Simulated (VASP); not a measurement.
Crystal: Zn3CdS4.

```
Zn Cd S
1.0
     5.51101    0.00000    0.00000
     0.00000    5.51101    0.00000
     0.00000    0.00000    5.51101
Zn Cd S
3 1 4
Direct
  0.00000 0.50000 0.50000
  0.50000 0.00000 0.50000
  0.50000 0.50000 0.00000
  0.00000 0.00000 0.00000
  0.26268 0.26268 0.26268
  0.73732 0.73732 0.26268
  0.26268 0.73732 0.73732
  0.73732 0.26268 0.73732
```

- Program: VASP 6.6.1
- Task: relaxation of cell and atoms
- Functional: LDA
- Potentials or basis: VASP PAW LDA potentials, release 64 (Zn, Cd, S)
- Cutoff: 600 eV
- k mesh: 3 × 3 × 3
- Occupations: gaussian, width 0.01 eV
- Spin: no spin polarisation

At the start: pressure -3.7 GPa; volume 20.92 Å³/atom.

Task: Where does the relaxation end?

Result: Over 5 steps the energy falls by 12.4 meV/atom and the volume is 19.89 Å³/atom (-4.9 %); space group P-43m (No. 215, to 0.05 Å).

Step by step:
| step | energy change (eV) | largest force (eV/Å) | pressure (GPa) | volume (Å³) |
| --- | --- | --- | --- | --- |
| 1 | 0.0000 | 0.0346 | -3.68 | 167.38 |
| 2 | -0.0832 | 0.0431 | 1.64 | 156.01 |
| 3 | -0.0991 | 0.0188 | -0.08 | 159.11 |
| 4 | -0.0991 | 0.0201 | 0.06 | 158.95 |
| 5 | -0.0992 | 0.0070 | 0.00 | 159.10 |

Final structure:
```yaml
crystal:
  lattice:
    - [5.41869, 0.00000, 0.00000]
    - [0.00000, 5.41869, 0.00000]
    - [0.00000, 0.00000, 5.41869]
  atoms:
    - { symbol: Zn, position: [0.00000, 0.50000, 0.50000] }
    - { symbol: Zn, position: [0.50000, 0.00000, 0.50000] }
    - { symbol: Zn, position: [0.50000, 0.50000, 0.00000] }
    - { symbol: Cd, position: [0.00000, 0.00000, 0.00000] }
    - { symbol: S, position: [0.26265, 0.26265, 0.26265] }
    - { symbol: S, position: [0.73735, 0.73735, 0.26265] }
    - { symbol: S, position: [0.26265, 0.73735, 0.73735] }
    - { symbol: S, position: [0.73735, 0.26265, 0.73735] }
```
